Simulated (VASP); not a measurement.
A run of VASP 6.6.1:

File INCAR:

```
PREC = Accurate
ENCUT = 520
EDIFF = 1E-7
ISMEAR = 0
SIGMA = 0.15
LREAL = F
LASPH = T
NELM = 100
ALGO = Normal
ISIF = 2
LWAVE = F
LCHARG = F
GGA = PS
NBANDS = 14
```

Contents of KPOINTS:

```
regular mesh
0
Gamma
  16 16 16
```

POSCAR

```
HfN
1.0
    0.0000000000      2.4548220000      2.4548220000
    2.3811773400      0.0000000000      2.4548220000
    2.3811773400      2.4548220000      0.0000000000
Hf N
1 1
Direct
    0.0000000000      0.0000000000      0.0000000000
    0.7500000000      0.7500000000      0.7500000000
```

Potentials or basis: VASP PAW PBE potentials, release 64 (Hf_pv, N).

Launch:

```bash
$ cat potpaw_PBE.64/Hf_pv/POTCAR potpaw_PBE.64/N/POTCAR > POTCAR
$ mpirun -np 1 vasp_std > vasp.out
```

Hardware: 1 thread of Intel(R) Xeon(R) Platinum 8488C (Sapphire Rapids) (shared host).

Q: Estimate the wall time of this run.

A: Run time: 98 s on 1 thread of Intel(R) Xeon(R) Platinum 8488C (Sapphire Rapids), on a shared host, peak memory 0.27 GiB. Counts: scf iterations 13, k points 349.
